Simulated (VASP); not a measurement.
**K2HfSe3: single point with PBE**

Crystal: K2HfSe3.

```xyz
6
Lattice="6.3009 0.0000 0.0000 -3.1505 5.4568 0.0000 0.0000 0.0000 5.1234" Properties=species:S:1:pos:R:3 pbc="T T T"
K     0.0000    3.6378    2.5617
K     3.1505    1.8189    2.5617
Hf    0.0000    0.0000    2.5617
Se   -1.5752    2.7284    0.0000
Se    3.1505    0.0000    0.0000
Se    1.5752    2.7284    0.0000
```

The cell was generated, and may not be a known phase.

- Program: VASP 6.6.1
- Task: single point
- Functional: PBE
- Potentials or basis: VASP PAW PBE potentials, release 64 (K_sv, Hf_pv, Se)
- Cutoff: 520 eV
- k mesh: 6 × 6 × 10
- Occupations: gaussian, width 0.1 eV
- Spin: no spin polarisation
- Dipole correction: no
- Further INCAR settings: ALGO = Normal; EDIFF = 1e-06; NBANDS = 32

```yaml
Pressure: 0.1 GPa
Band_gap_on_the_k_mesh: zero (bands 23 and 24 overlap by 0.69 eV)
```

Stress tensor (GPa, compression positive):
```
0.01 0.00 0.00
0.00 0.01 0.00
0.00 0.00 0.18
```

Levels at points of the mesh, in eV from the Fermi level:
| k point | band 19 | band 20 | band 21 | band 22 | band 23 | band 24 | band 25 | band 26 | band 27 | band 28 |
| --- | --- | --- | --- | --- | --- | --- | --- | --- | --- | --- |
| (0.00, 0.00, 0.00) | -2.38 | -1.76 | -1.76 | -0.35 | 0.16 | 0.16 | 0.17 | 0.17 | 0.68 | 1.28 |
| (0.50, 0.00, 0.00) | -2.06 | -1.94 | -1.90 | -1.68 | -0.64 | -0.09 | 0.36 | 0.38 | 0.54 | 0.78 |
| (0.00, 0.00, 0.50) | -1.73 | -1.73 | -0.41 | 0.50 | 0.60 | 0.60 | 0.61 | 0.61 | 0.72 | 1.49 |
| (0.50, 0.00, 0.50) | -2.17 | -1.83 | -1.62 | -1.58 | -1.28 | 0.06 | 0.18 | 0.40 | 0.55 | 0.86 |

It took 110 s on 1 thread of Intel(R) Xeon(R) 6975P-C (Granite Rapids) (shared host), peak memory 0.44 GiB.

Caveat: spin-orbit coupling is left out, which moves the levels of the heavy elements.
